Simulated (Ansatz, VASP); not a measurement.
Mo in VASP and in Ansatz

File POSCAR:

```
Mo
1.0
    4.8343225520      0.0000000000      0.0000000000
   -2.4171612760      4.1866461401      0.0000000000
    0.0000000000      0.0000000000      2.6456398975
Mo
3
Direct
    0.0000000000      1.0000000000      1.0000000000
    0.3333333333      0.6666666667      0.5000000000
    0.6666666667      0.3333333333      0.5000000000
```

Contents of INCAR.step1:

```
PREC = Accurate
ENCUT = 520
ISMEAR = -1
SIGMA = 0.1
LREAL = False
LASPH = True
NELM = 80
NBANDS = 28
GGA = PE
ALGO = Normal
EDIFF = 1E-4
LWAVE = True
LCHARG = False
```

The input INCAR.step2:

```
PREC = Accurate
ENCUT = 520
EDIFF = 1E-6
ISMEAR = -1
SIGMA = 0.1
LREAL = False
LASPH = True
NELM = 80
ALGO = Normal
ISIF = 2
LWAVE = False
LCHARG = True
METAGGA = R2SCAN
LMIXTAU = True
LELF = True
LVHAR = True
NBANDS = 28
ISTART = 1
```

KPOINTS

```
Automatic mesh
0
Gamma
  9 9 14
```

Input for Ansatz:

```yaml
crystal:
  lattice:
    - [4.834322552, 0.0, 0.0]
    - [-2.417161276, 4.1866461401, 0.0]
    - [0.0, 0.0, 2.6456398975]
  atoms:
    - { symbol: Mo, position: [0.0, 1.0, 1.0] }
    - { symbol: Mo, position: [0.3333333333, 0.6666666667, 0.5] }
    - { symbol: Mo, position: [0.6666666667, 0.3333333333, 0.5] }
hamiltonian:
  xc: r2scan
  pseudopotentials:
    kind: paw
    azcp:
      Mo: "pseudopotentials/Mo.paw.azcp"
basis:
  ecutwfc: 500
  fft_grid_basis: typed
kpoints:
  mp_grid: { grid: [9, 9, 14], shift: [0, 0, 0] }
magnetization:
  spin_polarized: false
scf:
  occupations: { method: fermi_dirac, width: 0.1 }
  lower_state_search: "off"
output:
  stress: true
```

Alike in both runs: task single point; functional r2SCAN; k mesh 9 × 9 × 14; occupations fermi-dirac, width 0.1 eV; no spin polarisation.

```csv
,VASP,Ansatz
version,VASP 6.6.1,Ansatz 0.2.0
potentials or method,"VASP PAW PBE potentials, release 64 (Mo_sv), cutoff 520 eV","plane waves (500 eV) with PAW, scalar-relativistic"
valence electrons in the cell,42,42
```

|  | VASP | Ansatz | Ansatz less VASP |
| --- | --- | --- | --- |
| pressure (GPa) | -21.6 | -22.3 | -0.65 |
| traceless stress, the component that is largest in VASP (GPa) | -2.40 | -2.54 | -0.141 |

VASP's potentials were made for PBE, not for r2SCAN.
